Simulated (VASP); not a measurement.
# Al3Ga4N7 in VASP: relaxation of cell and atoms with PBE

Aim: the relaxation of cell and atoms of Al3Ga4N7 with PBE.

Everything below comes from runs of VASP 6.6.1. Logs are shortened: lines on timing, memory, paths and dates and some standing lists are left out, and cuts for length are marked.

## (1) The cell of the first run

The cell holds a disordered packing, 14 atoms: a = 5.558 Å, b = 5.625 Å, c = 5.598 Å, α = 91.18°, β = 88.19°, γ = 88.59°.

## (2) Relaxation of cell and atoms, PBE

The input, INCAR:

```
SYSTEM = Al3Ga4N7
PREC = Accurate ; ENCUT = 600
EDIFF = 1E-6 ; ISMEAR = 0
SIGMA = 0.1 ; LREAL = .FALSE.
LASPH = .TRUE. ; NELM = 80
ALGO = Normal ; ISIF = 3
LWAVE = .FALSE. ; LCHARG = .FALSE.
GGA = PE ; IBRION = 2
NSW = 45 ; EDIFFG = -0.04
ISYM = 0
```

The input, KPOINTS:

```
Automatic mesh
0
G
  3 3 3
  0 0 0
```

The input, POSCAR:

```
Al3Ga4N7
1.0
    5.5568771927      0.0666176011      0.0865886475
    0.0717740865      5.6241278815     -0.0592019588
    0.0905855563     -0.0574564453      5.5970420269
Al N Ga
3 7 4
Direct
    0.5850442784      0.4439334178      0.3020244307
    0.0582186994      0.6109347139      0.6007635287
    0.0302597203      0.4421438025      0.1069735517
    0.5195366548      0.9566368518      0.6269902919
    0.7796873063      0.2085430984      0.1194447710
    0.7502682927      0.4537103415      0.6027069045
    0.0017230938      0.9421915958      0.5814650187
    0.7398083992      0.6728829310      0.1165255390
    0.2333517054      0.4694267598      0.8411299295
    0.2474273535      0.4315634503      0.3565812398
    0.7637365464      0.9420895863      0.3255500803
    0.7584189701      0.1427731595      0.7795509967
    0.2522391509      0.1683571617      0.5948777615
    0.5409702336      0.6539895318      0.8156194970
```

Potentials or basis: VASP PAW PBE potentials, release 64 (Al, N, Ga_d).

Launch:

```console
cat potpaw_PBE.64/Al/POTCAR potpaw_PBE.64/N/POTCAR potpaw_PBE.64/Ga_d/POTCAR > POTCAR
mpirun -np 1 vasp_std > vasp.out
```

OUTCAR:

```text
SYSTEM = Al3Ga4N7
   PREC = Accurate
   ENCUT = 600
   EDIFF = 1E-6
   ISMEAR = 0
   LREAL = .FALSE.
   LASPH = .TRUE.
   NELM = 80
   ISIF = 3
   GGA = PE
   IBRION = 2
   NSW = 45
   EDIFFG = -0.04
   ISYM = 0

 ion  position               nearest neighbor table
   1  0.585  0.444  0.302-   8 1.88  10 1.89   5 1.94   6 1.94   3 2.67  13 2.93  11 2.98  11 3.00
                            14 3.01  14 3.09   3 3.30   2 3.31
   2  0.058  0.611  0.601-   9 1.87   7 1.89   6 1.95  10 1.95  13 2.69   3 2.91  11 2.94  14 2.99
                             3 3.01  14 3.08   1 3.31
   3  0.030  0.442  0.107-   9 1.85  10 1.88   5 1.94   8 2.05   1 2.67   2 2.91  12 2.94   2 3.01
                             1 3.30
   4  0.520  0.957  0.627-  13 1.90  12 1.92  14 2.02  11 2.13
   5  0.780  0.209  0.119-  11 1.91   3 1.94  12 1.94   1 1.94
   6  0.750  0.454  0.603-   1 1.94   2 1.95  14 1.96  12 2.03
   7  0.002  0.942  0.581-   2 1.89  13 1.91  11 1.98  12 2.03
   8  0.740  0.673  0.117-   1 1.88  11 1.90   3 2.05  14 2.05
   9  0.233  0.469  0.841-   3 1.85   2 1.87  14 2.02  13 2.16
  10  0.247  0.432  0.357-   3 1.88   1 1.89   2 1.95  13 2.01
  11  0.764  0.942  0.326-   8 1.90   5 1.91   7 1.98   4 2.13  12 2.76   2 2.94   1 2.98   1 3.00

  12  0.758  0.143  0.780-   4 1.92   5 1.94   7 2.03   6 2.03  11 2.76  13 2.91   3 2.94
  13  0.252  0.168  0.595-   4 1.90   7 1.91  10 2.01   9 2.16   2 2.69  12 2.91   1 2.93
  14  0.541  0.654  0.816-   6 1.96   9 2.02   4 2.02   8 2.05   2 2.99   1 3.01   2 3.08   1 3.09

IMPORTANT INFORMATION: All symmetrisations will be switched off!
NOSYMM: (Re-)initialisation of all symmetry stuff for point group C_1.

----------------------------------------------------------------------------------------

                                     Primitive cell

  volume of cell :     174.8316

  direct lattice vectors                    reciprocal lattice vectors
     5.556877193  0.066617601  0.086588648     0.180030878 -0.002328444 -0.002937620
     0.071774087  5.624127881 -0.059201959    -0.002161146  0.177852512  0.001860722
     0.090585556 -0.057456445  5.597042027    -0.002808014  0.001917233  0.178730929

  length of vectors
     5.557951028  5.624897405  5.598069885     0.180069898  0.177875375  0.178763268

  position of ions in fractional coordinates (direct lattice)
     0.585044278  0.443933418  0.302024431
     0.058218699  0.610934714  0.600763529
     0.030259720  0.442143802  0.106973552
     0.519536655  0.956636852  0.626990292
     0.779687306  0.208543098  0.119444771
     0.750268293  0.453710341  0.602706905
     0.001723094  0.942191596  0.581465019
     0.739808399  0.672882931  0.116525539
     0.233351705  0.469426760  0.841129929
     0.247427354  0.431563450  0.356581240
     0.763736546  0.942089586  0.325550080
     0.758418970  0.142773160  0.779550997
     0.252239151  0.168357162  0.594877762
     0.540970234  0.653989532  0.815619497

  ion indices of the primitive-cell ions
   primitive index   ion index
                 1           1
                 2           2
[... 71 lines left out ...]
   ENCUT  =  600.0 eV  44.10 Ry    6.64 a.u.  11.10 11.23 11.18*2*pi/ulx,y,z
   NELM   =     80;   NELMIN=  2; NELMDL= -5     # of ELM steps
   EDIFF  = 0.1E-05   stopping-criterion for ELM
   LREAL  =      F    real-space projection
   EDIFFG = -.4E-01   stopping-criterion for IOM
   NSW    =     45    number of steps for IOM
   IBRION =      2    ionic relax: 0-MD 1-quasi-New 2-CG
   NFREE  =      1    steps in history (QN), initial steepest desc. (CG)
   ISIF   =      3    stress and relaxation
   ISYM   =      0    0-nonsym 1-usesym 2-fastsym
   POTIM  = 0.5000    time-step for ionic-motion
   TEBEG  =    0.0;   TEEND  =   0.0 temperature during run
   PSTRESS=    0.0 pullay stress
   NELECT =      96.0000    total number of electrons
   NUPDOWN=      -1.0000    fix difference up-down
   EMIN   =  10.00;   EMAX   =-10.00  energy-range for DOS
   EFERMI =   0.00;   METHOD = LEGACY
   ISMEAR =     0;   SIGMA  =   0.10  broadening in eV -4-tet -1-fermi 0-gaus
   EFERMI_NEDOS =   21; number of points for ismear=-14 and -15
   IALGO  =     38    algorithm
   IMIX   =      4    mixing-type and parameters
     AMIX     =   0.40;   BMIX     =  1.00
     AMIX_MAG =   1.60;   BMIX_MAG =  1.00
  volume/ion in A,a.u.               =      12.49        84.27
  Fermi-wavevector in a.u.,A,eV,Ry     =   1.340578  2.533324 24.451688  1.797148
  Thomas-Fermi vector in A             =   2.468879
   LORBIT       =      0    0 simple, 1 ext, 2 COOP (PROOUT), +10 PAW based schemes
   GGA     = PE    functional components
   LHFCALC =     F    Hartree Fock is set to
   AEXX    =    0.0000 exact exchange contribution
   IVDW    =     0    specifies the selected vdW correction
   LEPSILON=     F    determine dielectric tensor
   LRPA    =     F    only Hartree local field effects (RPA)
 conjugate gradient relaxation of ions
 non-spin polarized calculation
 Gauss-broadening in eV      SIGMA  =   0.10
  energy-cutoff  :      600.00
  volume of cell :      174.83
 maximum number of plane-waves:      5847
 NGX is ok and might be reduce to    48
   NGX = 23   NGY = 23   NGZ = 23

--------------------------------------- Ionic step        1  -------------------------------------------

 number of electron      96.0000001 magnetization

 Free energy of the ion-electron system (eV)
  ---------------------------------------------------
  ext. energy  EPLUGINS =         0.00000000
  ---------------------------------------------------
  free energy    TOTEN  =       -89.53250077 eV

  energy without entropy =      -89.53250077  energy(sigma->0) =      -89.53250077

------------------------ aborting loop because EDIFF is reached ----------------------------------------

  FORCE on cell =-STRESS in cart. coord.  units (eV):
  Direction    XX          YY          ZZ          XY          YZ          ZX
  --------------------------------------------------------------------------------------
  -------------------------------------------------------------------------------------
  Total       -0.1514845     -0.0905233     -0.1855420     -0.0659166      0.0384735     -0.0391896
  in kB       -1.3882220     -0.8295668     -1.7003290     -0.6040680      0.3525761     -0.3591384
  external PRESSURE =      -1.3060392 kB  Pullay stress =       0.0000000 kB
[... 131 lines left out ...]
--------------------------------------- Ionic step        4  -------------------------------------------

 number of electron      96.0000001 magnetization

 Free energy of the ion-electron system (eV)
  ---------------------------------------------------
  ext. energy  EPLUGINS =         0.00000000
  ---------------------------------------------------
  free energy    TOTEN  =       -89.53341507 eV

  energy without entropy =      -89.53341507  energy(sigma->0) =      -89.53341507

 E-fermi :   5.3909     XC(G=0): -10.5068

 val. band max:        4.9258498183   @ k =   0.0000   0.0000   0.0000
 cond. band min:       6.2869547804   @ k =   0.0000   0.0000   0.0000
 fundamental gap:      1.3611049621
 Fermi energy:         5.3908916220

 k-point     1 :       0.0000    0.0000    0.0000
  band No.  band energies     occupation
      1     -11.0862      2.00000
      2     -10.2206      2.00000
      3     -10.0863      2.00000
      4      -9.9022      2.00000
      5      -9.7136      2.00000
      6      -9.6864      2.00000
[... 870 lines left out ...]
  FREE ENERGIE OF THE ION-ELECTRON SYSTEM (eV)
  ---------------------------------------------------
  free  energy   TOTEN  =       -89.5334150685 eV

  energy  without entropy=      -89.5334150685  energy(sigma->0) =      -89.53341507

 reached required accuracy - stopping structural energy minimisation
```

OSZICAR:

```text
N       E                     dE             d eps       ncg     rms          rms(c)
DAV:   1     0.124476553492E+04    0.12448E+04   -0.46386E+04  1790   0.279E+03
DAV:   2     0.208983974554E+03   -0.10358E+04   -0.98752E+03  1620   0.806E+02
DAV:   3    -0.768261349243E+02   -0.28581E+03   -0.27046E+03  2009   0.255E+02
[... 33 lines left out ...]
DAV:   2    -0.895334390801E+02   -0.12563E-03   -0.17652E-03  2096   0.271E-01    0.339E-02
DAV:   3    -0.895334189456E+02    0.20134E-04   -0.11062E-04  1968   0.114E-01    0.171E-02
DAV:   4    -0.895334137960E+02    0.51496E-05   -0.40883E-05  2352   0.148E-01    0.441E-03
DAV:   5    -0.895334146871E+02   -0.89105E-06   -0.14664E-05  2088   0.629E-02    0.350E-03
DAV:   6    -0.895334150685E+02   -0.38144E-06   -0.53579E-06  1632   0.148E-02
   4 F= -.89533415E+02 E0= -.89533415E+02  d E =-.210348E-03
```

It took 4.7 min on 1 thread of Intel Xeon 6975P-C (Granite Rapids), shared host; peak memory 0.4 GiB.

Results:

```yaml
Free_energy: -89.5334 eV
Relaxed_volume: 12.47 Å³/atom
Relaxed_cell: a = 5.555 Å, b = 5.625 Å, c = 5.595 Å, α = 91.18°, β = 88.20°, γ = 88.60°
Space_group_after_relaxing_to_0.1_Å: P1 (No. 1)
Energy_gained_by_relaxing: 0.1 meV/atom
Ionic_steps: 4
Pressure_after_relaxing: 0.0 GPa
Largest_force_after_relaxing: 0.025 eV/Å
Band_gap_on_the_k_mesh: 1.36 eV
```

Forces on the atoms (eV/Å):
```
Al   0.001 -0.007 -0.008
Al   0.002 -0.002 -0.003
Al   0.001  0.009  0.000
N   -0.006  0.008  0.002
N    0.020 -0.001  0.005
N   -0.001 -0.004  0.000
N    0.006  0.004 -0.003
N   -0.024 -0.005  0.000
N    0.004  0.000  0.001
N   -0.002  0.001  0.004
Ga   0.005 -0.006  0.000
Ga   0.009  0.000  0.002
Ga  -0.004 -0.001 -0.003
Ga  -0.011  0.003  0.002
```

Step by step:
```tsv
step	energy change (eV)	largest force (eV/Å)	pressure (GPa)	volume (Å³)
1	0.0000	0.0949	-0.13	174.83
2	-0.0007	0.0416	0.11	174.57
3	-0.0007	0.0459	0.02	174.63
4	-0.0009	0.0245	0.03	174.63
```

Final structure:
```cif
data_structure
_symmetry_space_group_name_H-M 'P 1'
_symmetry_Int_Tables_number 1
_cell_length_a 5.5553
_cell_length_b 5.6246
_cell_length_c 5.5946
_cell_angle_alpha 91.178
_cell_angle_beta 88.203
_cell_angle_gamma 88.599
_cell_volume 174.63
loop_
_atom_site_label
_atom_site_type_symbol
_atom_site_fract_x
_atom_site_fract_y
_atom_site_fract_z
_atom_site_occupancy
Al1 Al 0.58505 0.44397 0.30208 1
Al2 Al 0.05803 0.61112 0.60106 1
Al3 Al 0.02996 0.44220 0.10680 1
N1 N 0.51944 0.95656 0.62718 1
N2 N 0.78073 0.20818 0.11956 1
N3 N 0.75035 0.45375 0.60260 1
N4 N 0.00219 0.94188 0.58134 1
N5 N 0.73911 0.67308 0.11666 1
N6 N 0.23313 0.46941 0.84127 1
N7 N 0.24740 0.43162 0.35633 1
Ga1 Ga 0.76374 0.94206 0.32535 1
Ga2 Ga 0.75822 0.14290 0.77962 1
Ga3 Ga 0.25227 0.16839 0.59485 1
Ga4 Ga 0.54107 0.65406 0.81549 1
```

Caveat: the atoms stand as in a frame of molecular dynamics.
